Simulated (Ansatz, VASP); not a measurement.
Two plane-wave programs on BeS

The input INCAR:

```
ALGO = Normal
EDIFF = 1E-6
ENCUT = 520
GGA = PS
ISIF = 2
ISMEAR = 0
LASPH = T
LCHARG = F
LREAL = F
LWAVE = F
NBANDS = 11
NELM = 80
PREC = Accurate
SIGMA = 0.05
```

Contents of KPOINTS:

```
k-points
0
Gamma
  10 10 10
```

Contents of POSCAR:

```
BeS
1.0
    0.0000000000      2.5643573413      2.4051372550
    2.4051372550      0.0000000000      2.4051372550
    2.4051372550      2.5643573413      0.0000000000
Be S
1 1
Direct
    0.0000000000      0.0000000000      0.0000000000
    0.7500000000      0.7500000000      0.7500000000
```

Input for Ansatz:

```yaml
crystal:
  lattice:
    - [0.0, 2.5643573413, 2.405137255]
    - [2.405137255, 0.0, 2.405137255]
    - [2.405137255, 2.5643573413, 0.0]
  atoms:
    - { symbol: Be, position: [0.0, 0.0, 0.0] }
    - { symbol: S, position: [0.75, 0.75, 0.75] }
basis:
  ecutwfc: 520.0
kpoints:
  mp_grid: { grid: [10, 10, 10] }
hamiltonian:
  xc: pbesol
scf:
  occupations: { method: gaussian, width: 0.05 }
output:
  forces: true
  stress: true
  eigenvalues: true
```

Alike in both runs: task single point; functional PBEsol; k mesh 10 × 10 × 10; occupations gaussian, width 0.05 eV; no spin polarisation.

|  | VASP | Ansatz |
| --- | --- | --- |
| version | VASP 6.6.1 | Ansatz 0.2.0 |
| potentials or method | VASP PAW PBE potentials, release 64 (Be, S), cutoff 520 eV | scalar-relativistic, plane waves, PAW |
| valence electrons in the cell | 8 | 8 |

```tsv
	VASP	Ansatz	Ansatz less VASP
gap on the k mesh at the Fermi level (eV)	2.74	2.74	-0.003
least direct gap on the mesh (eV)	5.23	5.23	-0.002
pressure (GPa)	-4.1	-4.2	-0.14
traceless stress, the component that is largest in VASP (GPa)	-4.36	-4.38	-0.021
```

VASP's potentials were made for PBE, not for PBEsol. The functional is the same, so the differences come from potentials, cutoffs and numerics.
